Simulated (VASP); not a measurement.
# ZnGaC4N4: single point with PBE

The system is ZnGaC4N4.

```
CELL_PARAMETERS angstrom
7.17289 0.00000 0.00000
0.00000 7.17289 0.00000
0.00000 0.00000 4.36039
ATOMIC_POSITIONS crystal
Zn 0.00000 0.00000 0.00000
Ga 0.50000 0.50000 0.00000
C 0.18898 0.81102 0.00000
C 0.81102 0.18898 0.00000
C 0.18898 0.18898 0.00000
C 0.81102 0.81102 0.00000
N 0.30432 0.69568 0.00000
N 0.69568 0.30432 0.00000
N 0.30432 0.30432 0.00000
N 0.69568 0.69568 0.00000
```

```json
{
  "Program": "VASP 6.6.1",
  "Task": "single point",
  "Functional": "PBE",
  "Potentials or basis": "VASP PAW PBE potentials, release 64 (Zn, Ga_d, C, N)",
  "Cutoff": "520 eV",
  "k mesh": "4 × 4 × 4",
  "Occupations": "gaussian, width 0.1 eV",
  "Spin": "no spin polarisation"
}
```

```
Pressure      : 4.2 GPa
Largest force : 1.784 eV/Å
```

Forces on the atoms (eV/Å):
```
Zn   0.000  0.000  0.000
Ga   0.000  0.000  0.000
C    1.262 -1.262  0.000
C   -1.262  1.262  0.000
C    1.262  1.262  0.000
C   -1.262 -1.262  0.000
N    0.977 -0.977  0.000
N   -0.977  0.977  0.000
N    0.977  0.977  0.000
N   -0.977 -0.977  0.000
```

Stress tensor (GPa, compression positive):
```
 6.86  0.00  0.00
 0.00  6.86  0.00
 0.00  0.00 -0.97
```

Levels at points of the mesh, in eV from the Fermi level:
```csv
k point,band 28,band 29,band 30,band 31,band 32,band 33
"(0.00, 0.00, 0.00)",-4.93,-4.39,-1.25,0.27,0.81,1.44
"(0.50, 0.00, 0.00)",-4.81,-4.34,-1.44,0.93,1.26,1.32
"(0.50, 0.50, 0.00)",-4.60,-4.60,-1.81,1.23,1.46,1.54
"(0.00, 0.00, 0.50)",-4.92,-4.38,-1.18,-1.12,1.52,1.69
"(0.50, 0.00, 0.50)",-4.79,-4.31,-1.36,-0.12,0.01,1.79
"(0.50, 0.50, 0.50)",-4.57,-4.57,-1.68,0.04,0.19,2.08
```

It took 2.5 min on 1 thread of AMD EPYC 7R43 64-Core Processor (Zen 3) (shared host), peak memory 0.35 GiB.

Caveat: the k points lie up to 0.36 Å⁻¹ apart; forces of over 1 eV/Å act on the atoms, so gaps and moduli don't describe the material at rest.
